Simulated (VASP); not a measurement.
Runs of VASP 6.6.1 on BaTiO3. The structure is that of space group R3m (No. 160), or close to it. The cells are those of the table. 

```tsv
task	cell	cutoff (eV)	smearing	gap on the mesh (eV)	pressure (GPa)	largest force (eV/Å)
relaxation of shape and atoms at fixed volume	relaxed from a = 4.131 Å, angles 89.7°, 5 atoms	600	gaussian 0.02 eV	2.45	-5.4	-
single point	a = 4.091 Å, angles 89.7°, 5 atoms	520	gaussian 0.02 eV	(a)	(b)	0.72
single point	a = 4.078 Å, angles 89.7°, 5 atoms	520	gaussian 0.01 eV	2.75	1.5	0.68
single point	a = 4.131 Å, angles 89.5°, 5 atoms	520	gaussian 0.02 eV	3.00	-1.6	0.78
single point	a = 4.182 Å, angles 89.3°, 5 atoms	520	gaussian 0.02 eV	(c)	-3.8	0.84
relaxation of shape and atoms at fixed volume	relaxed from a = 4.182 Å, angles 89.5°, 5 atoms	600	gaussian 0.02 eV	2.71	-7.6	0.01
```

Alike in all rows: level PBE+U; potentials or basis VASP PAW PBE potentials, release 64 (Ba_sv, Ti_sv, O); no spin polarisation; Ti d U = 4.0 eV; k mesh 6 × 6 × 6.

Problem. Fill in the values left out.

Solution. (a) 2.82; (b) 0.6; (c) 3.15.

Caveats: spin-orbit coupling is left out, which moves the levels of the heavy elements.

A k mesh can miss the band edges, and the runs leave out spin-orbit coupling on Ba.
